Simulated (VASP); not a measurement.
Input of a VASP 6.6.1 run:

Contents of INCAR:

```
SYSTEM = H
PREC = Accurate ; ENCUT = 520
EDIFF = 1E-7 ; ISMEAR = 0
SIGMA = 0.05 ; LREAL = .False.
LASPH = .True. ; NELM = 60
ALGO = Normal ; ISIF = 2
LWAVE = .False. ; LCHARG = .False.
GGA = PE ; NBANDS = 10
```

The input KPOINTS:

```
regular mesh
0
Gamma
  9 9 6
  0 0 0
```

POSCAR

```
H
1.0
    3.6481239015      0.0000000000      0.0000000000
   -1.8240619507      3.1593679748      0.0000000000
    0.0000000000      0.0000000000      4.9204950112
H
4
Direct
    0.3333333333      0.6666666667      0.1764958800
    0.6666666667      0.3333333333      0.6764958800
    0.6666666667      0.3333333333      0.8235041200
    0.3333333333      0.6666666667      0.3235041200
```

Potentials or basis: VASP PAW PBE potentials, release 64 (H).

The run is started by

```bash
$ cat potpaw_PBE.64/H/POTCAR > POTCAR
$ mpirun -np 1 vasp_std > vasp.out
```

(1) Predict the band gap on the k mesh.

(2) What does it give for the largest force?

(3) Predict the pressure.

Results:

(1) 9.41 eV, direct.

(2) 1.005 eV/Å.

(3) 1.3 GPa.

Caveat: the cell differs from its parent crystal (strain -0.050 along x and y, -0.025 along z); forces of over 1 eV/Å act on the atoms, so gaps and moduli don't describe the material at rest.
